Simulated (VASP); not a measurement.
Wanted: the native input for a VASP 6.6.1 run.

```yaml
Task: single point
Functional: HSE06
Potentials_or_basis: VASP PAW PBE potentials, release 64 (C)
Cutoff: 520 eV
k_mesh: 8 × 8 × 8
Occupations: fermi-dirac, width 0.02 eV
Spin: no spin polarisation
Dipole_correction: no
Grid_for_exact_exchange_PRECFOCK: Normal
Further_INCAR_settings: ALGO = Normal; EDIFF = 1e-07; NBANDS = 11
Share_of_exact_exchange: 0.25
Screening_parameter: 0.2079 1/Å
```

The system is C.

```
C
1.0
     0.00000    1.77272    1.77272
     1.77272    0.00000    1.77272
     1.77272    1.77272    0.00000
C
2
Direct
  0.00000 0.00000 0.00000
  0.25000 0.25000 0.25000
```

One way to write it, as run:

POSCAR

```
C
1.0
    0.0000000000      1.7727155681      1.7727155681
    1.7727155681      0.0000000000      1.7727155681
    1.7727155681      1.7727155681      0.0000000000
C
2
Direct
    0.0000000000      0.0000000000      0.0000000000
    0.2500000000      0.2500000000      0.2500000000
```

INCAR.step1

```
PREC = Accurate ; ENCUT = 520
EDIFF = 1E-5 ; ISMEAR = -1
SIGMA = 0.02 ; LREAL = False
LASPH = True ; NELM = 60
ALGO = Normal ; ISIF = 2
LWAVE = True ; LCHARG = False
NBANDS = 11 ; GGA = PE
```

INCAR.step2

```
PREC = Accurate ; ENCUT = 520
EDIFF = 1E-7 ; ISMEAR = -1
SIGMA = 0.02 ; LREAL = False
LASPH = True ; NELM = 60
ALGO = Normal ; ISIF = 2
LWAVE = False ; LCHARG = False
GGA = PE ; LHFCALC = True
HFSCREEN = 0.2079 ; PRECFOCK = Normal
NBANDS = 11 ; ISTART = 1
```

KPOINTS

```
regular mesh
0
Gamma
  8 8 8
```

Potentials or basis: VASP PAW PBE potentials, release 64 (C).

Command:

```bash
$ cat potpaw_PBE.64/C/POTCAR > POTCAR
$ cp INCAR.step1 INCAR
$ mpirun -np 1 vasp_std > vasp.out
$ cp INCAR.step2 INCAR
$ mpirun -np 1 vasp_std > vasp.out
```

Results of the run:

```json
{
 "Pressure": "1.0 GPa",
 "Band gap on the k mesh": "5.32 eV (least direct gap 7.03 eV)"
}
```

Caveat: the PAW data sets were made with another functional, which shifts forces and pressure a little.

It took 7.9 min on 1 thread of Intel(R) Xeon(R) Platinum 8259CL CPU @ 2.50GHz (Skylake/Cascade Lake) (shared host), peak memory 0.22 GiB.
